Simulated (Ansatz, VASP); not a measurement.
# Two plane-wave programs on Re

```
Re
1.0
    -1.57749    1.57749    1.57749
     1.57749   -1.57749    1.57749
     1.57749    1.57749   -1.57749
Re
1
Direct
  0.00000 0.00000 0.00000
```

Alike in both runs: task single point; functional BLYP; k mesh 16 × 16 × 16; occupations fermi-dirac, width 0.1 eV; no spin polarisation.

```csv
,VASP,Ansatz
version,VASP 6.6.1,Ansatz 0.2.0
potentials or method,"VASP PAW PBE potentials, release 64 (Re_sv_GW), cutoff 500 eV","plane waves (420 eV) with PAW, scalar-relativistic"
valence electrons in the cell,15,15
```

```csv
,VASP,Ansatz,Ansatz less VASP
pressure (GPa),-0.6,0.2,+0.81
```

VASP's potentials were made for PBE, not for BLYP.

Spin-orbit coupling is off throughout.
